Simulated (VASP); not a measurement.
# Si (R-3m) in VASP: further runs, part 2 of 2

VASP 6.6.1. Earlier steps stand in the parts before.

## 3. Electric field gradients, PBE, collinear spin

Input file INCAR:

```
PREC = Accurate
ENCUT = 520
EDIFF = 1E-8
ISMEAR = -1
SIGMA = 0.05
LREAL = False
LASPH = True
NELM = 150
ALGO = Normal
ISIF = 2
LWAVE = False
LCHARG = False
ISPIN = 2
MAGMOM = 0.2 0.2
LORBIT = 11
GGA = PE
LEFG = True
ISYM = 0
NBANDS = 15
```

Input file KPOINTS:

```
Automatic mesh
0
Gamma
  10 10 10
  0.5 0.5 0.5
```

Input file POSCAR:

```
Si
1.0
    0.0000000000      2.7144176166      2.7144176166
    2.7144176166      0.0000000000      2.7144176166
    2.7144176166      2.7144176166      0.0000000000
Si
2
Direct
   -0.1925000000     -0.1025000000     -0.1025000000
    0.1925000000      0.1025000000      0.1025000000
```

Potentials or basis: VASP PAW PBE potentials, release 64 (Si).

Launch:

```console
cat potpaw_PBE.64/Si/POTCAR > POTCAR
mpirun -np 1 vasp_std > vasp.out
```

OUTCAR:

```text
PREC = Accurate
   ENCUT = 520
   EDIFF = 1E-8
   ISMEAR = -1
   LREAL = False
   LASPH = True
   NELM = 150
   ISIF = 2
   ISPIN = 2
   LORBIT = 11
   GGA = PE
   ISYM = 0

 ion  position               nearest neighbor table
   1  0.807  0.898  0.898-   2 1.93   2 2.52   2 2.52   2 2.52
   2  0.193  0.102  0.102-   1 1.93   1 2.52   1 2.52   1 2.52

IMPORTANT INFORMATION: All symmetrisations will be switched off!
NOSYMM: (Re-)initialisation of all symmetry stuff for point group C_1.

----------------------------------------------------------------------------------------

                                     Primitive cell

  volume of cell :      40.0000

  direct lattice vectors                    reciprocal lattice vectors
     0.000000000  2.714417617  2.714417617    -0.184201575  0.184201575  0.184201575
     2.714417617  0.000000000  2.714417617     0.184201575 -0.184201575  0.184201575
     2.714417617  2.714417617  0.000000000     0.184201575  0.184201575 -0.184201575

  length of vectors
     3.838766207  3.838766207  3.838766207     0.319046487  0.319046487  0.319046487

[... 1036 lines left out ...]

  FREE ENERGIE OF THE ION-ELECTRON SYSTEM (eV)
  ---------------------------------------------------
  free  energy   TOTEN  =        -9.0660954217 eV

  energy  without entropy=       -9.0624926253  energy(sigma->0) =       -9.06429402

 Electric field gradients (V/A^2)
---------------------------------------------------------------------
 ion       V_xx      V_yy      V_zz      V_xy      V_xz      V_yz
---------------------------------------------------------------------
   1       0.000    -0.000    -0.000    30.013    30.013   -30.012
   2       0.000    -0.000    -0.000    30.013    30.013   -30.012
---------------------------------------------------------------------

 Electric field gradients after diagonalization (V/A^2)
 (convention: |V_zz| > |V_xx| > |V_yy|)
----------------------------------------------------------------------
 ion       V_xx      V_yy      V_zz     asymmetry (V_yy - V_xx)/ V_zz
----------------------------------------------------------------------
   1      30.013    30.012   -60.025       0.000
   2      30.013    30.012   -60.025       0.000
----------------------------------------------------------------------

           NMR quadrupolar parameters

 Cq : quadrupolar parameter    Cq=e*Q*V_zz/h
 eta: asymmetry parameters     (V_yy - V_xx)/ V_zz
 Q  : nuclear electric quadrupole moment in mb (millibarn)
----------------------------------------------------------------------
 ion       Cq(MHz)       eta       Q (mb)
----------------------------------------------------------------------
   1      -0.145       0.000       1.000
   2      -0.145       0.000       1.000
----------------------------------------------------------------------

 total charge

# of ion       s       p       d       tot
------------------------------------------
    1        0.782   0.976   0.000   1.758
    2        0.782   0.976   0.000   1.758
--------------------------------------------------
tot          1.565   1.952   0.000   3.516

 magnetization (x)

# of ion       s       p       d       tot
------------------------------------------
    1        0.000  -0.000   0.000  -0.000
    2        0.000  -0.000   0.000  -0.000
--------------------------------------------------
tot          0.000  -0.000   0.000  -0.000
```

OSZICAR:

```text
N       E                     dE             d eps       ncg     rms          rms(c)
DAV:   1     0.794618232281E+01    0.79462E+01   -0.28280E+03120016   0.399E+02
DAV:   2    -0.885564067096E+01   -0.16802E+02   -0.16191E+02160520   0.742E+01
DAV:   3    -0.932795456199E+01   -0.47231E+00   -0.47097E+00156970   0.999E+00
DAV:   4    -0.933100080000E+01   -0.30462E-02   -0.30460E-02147608   0.102E+00
DAV:   5    -0.933102968794E+01   -0.28888E-04   -0.28888E-04158710   0.932E-02    0.547E+00
DAV:   6    -0.913619243754E+01    0.19484E+00   -0.15739E-01145669   0.154E+00    0.322E+00
DAV:   7    -0.906523134453E+01    0.70961E-01   -0.18647E-01156624   0.170E+00    0.733E-01
DAV:   8    -0.906607268589E+01   -0.84134E-03   -0.14428E-02138543   0.599E-01    0.526E-01
DAV:   9    -0.906584202243E+01    0.23066E-03   -0.12032E-03155881   0.146E-01    0.165E-01
DAV:  10    -0.906602162487E+01   -0.17960E-03   -0.21435E-04143436   0.696E-02    0.760E-02
DAV:  11    -0.906607943224E+01   -0.57807E-04   -0.47616E-05145123   0.306E-02    0.295E-02
DAV:  12    -0.906609386799E+01   -0.14436E-04   -0.16748E-05147580   0.193E-02    0.133E-02
DAV:  13    -0.906609506022E+01   -0.11922E-05   -0.93927E-07152291   0.519E-03    0.605E-03
DAV:  14    -0.906609540897E+01   -0.34875E-06   -0.48327E-07146964   0.292E-03    0.135E-03
DAV:  15    -0.906609546461E+01   -0.55641E-07   -0.58527E-08147657   0.122E-03    0.898E-04
DAV:  16    -0.906609542870E+01    0.35905E-07   -0.76540E-09145759   0.429E-04    0.274E-04
DAV:  17    -0.906609541812E+01    0.10578E-07   -0.38506E-09112864   0.305E-04    0.874E-05
DAV:  18    -0.906609542173E+01   -0.36102E-08   -0.20732E-10 67987   0.786E-05
   1 F= -.90660954E+01 E0= -.90642940E+01  d E =-.360280E-02  mag=    -0.0000
```

stdout:

```text
POSCAR found type information on POSCAR Si
 POSCAR found :  1 types and       2 ions
 scaLAPACK will be used
 LDA part: xc-table for (Slater+PW92), standard interpolation
 POSCAR, INCAR and KPOINTS ok, starting setup
 FFT: planning ... GRIDC
 FFT: planning ... GRID_SOFT
 FFT: planning ... GRID
 WAVECAR not read
 entering main loop
ion   1

     0.0000353   -28.5408218    28.5408229    -0.0000003   -28.5408218     0.0000005
     0.0000487   -28.5407923    28.5407935    -0.0000003   -28.5407923     0.0000005
     0.0000670   -28.5407432    28.5407444    -0.0000003   -28.5407432     0.0000005
     0.0000923   -28.5406619    28.5406631    -0.0000003   -28.5406619     0.0000005

ion   2

     0.0000353   -28.5408218    28.5408229    -0.0000002   -28.5408218     0.0000005
     0.0000487   -28.5407923    28.5407935    -0.0000002   -28.5407923     0.0000005
     0.0000670   -28.5407432    28.5407444    -0.0000002   -28.5407432     0.0000005
     0.0000923   -28.5406619    28.5406631    -0.0000002   -28.5406619     0.0000005
```

Wall time 62 min (1 thread of Oxide Virtual Turin-like, shared host); peak memory 1.4 GiB.

Results:

| Quantity | Value |
| --- | --- |
| Free energy | -9.0661 eV |
| Pressure | 13.1 GPa |
| Largest force | 9.980 eV/Å |
| Band gap on the k mesh | zero (filled and empty bands overlap) |
| Net moment | 0.00 μB per cell |
| Largest electric field gradient by atom | Si -60.0 V/Å² |
| Valence electrons inside the program's atomic spheres | Si 1.76 |

Forces on the atoms (eV/Å):
```
Si  -5.762  5.762  5.762
Si   5.762 -5.762 -5.762
```

Stress tensor (GPa, compression positive):
```
 13.11 -19.12 -19.12
-19.12  13.11  19.12
-19.12  19.12  13.11
```

Levels at points of the mesh, in eV from the Fermi level:
Spin up:
| k point | band 1 | band 2 | band 3 | band 4 | band 5 | band 6 | band 7 | band 8 |
| --- | --- | --- | --- | --- | --- | --- | --- | --- |
| (0.05, 0.05, 0.05) | -12.34 | -2.17 | 0.38 | 0.85 | 1.38 | 1.52 | 3.16 | 4.00 |
Spin down:
```tsv
k point	band 1	band 2	band 3	band 4	band 5	band 6	band 7	band 8
(0.05, 0.05, 0.05)	-12.34	-2.17	0.38	0.85	1.38	1.52	3.16	4.00
```

Electric field gradients, principal values (V/Å²):
```tsv
atom	least	middle	greatest (by size)
1 Si	30.012	30.013	-60.025
2 Si	30.012	30.013	-60.025
```

Caveat: the cell stands under pressure; without QUAD_EFG the Cq values of the log hold for a quadrupole moment of 1 mb, not for the nuclei; forces of over 1 eV/Å act on the atoms, so gaps and moduli don't describe the material at rest.
